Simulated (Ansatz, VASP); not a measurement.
This is a calculation of GaP for VASP 6.6.1.

Contents of POSCAR:

```
GaP
1.0
    1.9811231871      1.1438020054      6.5569364368
   -1.9811231871      1.1438020054      6.5569364368
    0.0000000000     -2.2876040107      6.5569364368
Ga P
2 2
Direct
    0.5646280000      0.5646280000      0.5646280000
    0.4353720000      0.4353720000      0.4353720000
    0.9426110000      0.9426110000      0.9426110000
    0.0573890000      0.0573890000      0.0573890000
```

File INCAR.step1:

```
SYSTEM = GaP
PREC = Accurate
ENCUT = 520
ISMEAR = -1
SIGMA = 0.05
LREAL = .FALSE.
LASPH = .TRUE.
NELM = 80
NBANDS = 26
GGA = PE
ALGO = Normal
EDIFF = 1E-4
LWAVE = .TRUE.
LCHARG = .FALSE.
```

Contents of INCAR.step2:

```
SYSTEM = GaP
PREC = Accurate
ENCUT = 520
EDIFF = 1E-7
ISMEAR = -1
SIGMA = 0.05
LREAL = .FALSE.
LASPH = .TRUE.
NELM = 80
ALGO = Normal
ISIF = 2
LWAVE = .FALSE.
LCHARG = .FALSE.
METAGGA = R2SCAN
LMIXTAU = .TRUE.
NBANDS = 26
ISTART = 1
```

File KPOINTS:

```
Automatic mesh
0
G
  8 8 8
  0 0 0
```

Potentials or basis: VASP PAW PBE potentials, release 64 (Ga_d, P).

The run is started by

```console
$ cat potpaw_PBE.64/Ga_d/POTCAR potpaw_PBE.64/P/POTCAR > POTCAR
$ cp INCAR.step1 INCAR
$ mpirun -np 1 vasp_std > vasp.out
$ cp INCAR.step2 INCAR
$ mpirun -np 1 vasp_std > vasp.out
```

Task: Set up the same calculation for Ansatz 0.2.0. Potentials there: Ansatz PAW.

Result: As run (the cutoff follows the program's own potentials):

File input.yaml:

```yaml
crystal:
  lattice:
    - [1.9811231871, 1.1438020054, 6.5569364368]
    - [-1.9811231871, 1.1438020054, 6.5569364368]
    - [0.0, -2.2876040107, 6.5569364368]
  atoms:
    - { symbol: Ga, position: [0.564628, 0.564628, 0.564628] }
    - { symbol: Ga, position: [0.435372, 0.435372, 0.435372] }
    - { symbol: P, position: [0.942611, 0.942611, 0.942611] }
    - { symbol: P, position: [0.057389, 0.057389, 0.057389] }
hamiltonian:
  xc: r2scan
  pseudopotentials: { kind: paw }
kpoints:
  mp_grid: { grid: [8, 8, 8] }
scf:
  occupations: { method: fermi_dirac, width: 0.05 }
output:
  forces: true
  stress: true
  eigenvalues: true
```

Potentials or basis: Ansatz PAW.

Run with:

```console
$ ansatz run input.yaml --threads 1 --pin off --max-ram 3584MiB --backend cpu --events-out ev --progress --plain --runs-dir out
```

Both were run:

|  | VASP | Ansatz | Ansatz less VASP |
| --- | --- | --- | --- |
| gap on the k mesh at the Fermi level (eV) | 1.04 | 1.04 | -0.004 |
| least direct gap on the mesh (eV) | 1.32 | 1.32 | +0.001 |
| pressure (GPa) | -6.1 | -6.0 | +0.10 |
| traceless stress, the component that is largest in VASP (GPa) | -0.45 | -0.34 | +0.111 |
| rms of the force components (eV/Å) | 0.055 | 0.033 | -0.0218 |

VASP's potentials were made for PBE, not for r2SCAN. Atom by atom the forces differ by 0.022 eV/Å (rms over components). With one functional, cell and mesh, what is left measures potentials, basis and numerics.
